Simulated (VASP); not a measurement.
Al2Cu (Khatyrkite):

```
CELL_PARAMETERS angstrom
-3.03350 3.03350 2.43850
3.03350 -3.03350 2.43850
3.03350 3.03350 -2.43850
ATOMIC_POSITIONS crystal
Cu 0.25000 0.25000 0.00000
Cu 0.75000 0.75000 0.00000
Al 0.34190 0.15810 0.50000
Al 0.84190 0.34190 0.18380
Al 0.65810 0.84190 0.50000
Al 0.15810 0.65810 0.81620
```

Base run:

| Quantity | Value |
| --- | --- |
| Program | VASP 6.6.1 |
| Functional | PBEsol |
| Potentials or basis | VASP PAW PBE potentials, release 64 (Cu, Al) |
| Cutoff | 520 eV |
| k mesh | 7 × 7 × 7 |
| Occupations | fermi-dirac, width 0.05 eV |
| Spin | no spin polarisation |

Its results: band gap on the k mesh zero (band 17 reaches 9.91 eV, above the bottom of band 18 at 6.23 eV); pressure -3.3 GPa; largest force 0.066 eV/Å.

Task: The run is repeated on the same cell with these changes: functional from PBEsol to r2SCAN; further incar settings from ALGO = Fast; EDIFF = 1e-06; NBANDS = 26 to ALGO = Normal; EDIFF = 1e-06; NBANDS = 26. What comes out?

Result: Band gap on the k mesh zero (band 17 reaches 10.02 eV, above the bottom of band 18 at 6.17 eV); pressure -4.0 GPa; largest force 0.083 eV/Å.

Caveats: the PAW data sets were made with another functional, which shifts forces and pressure a little.
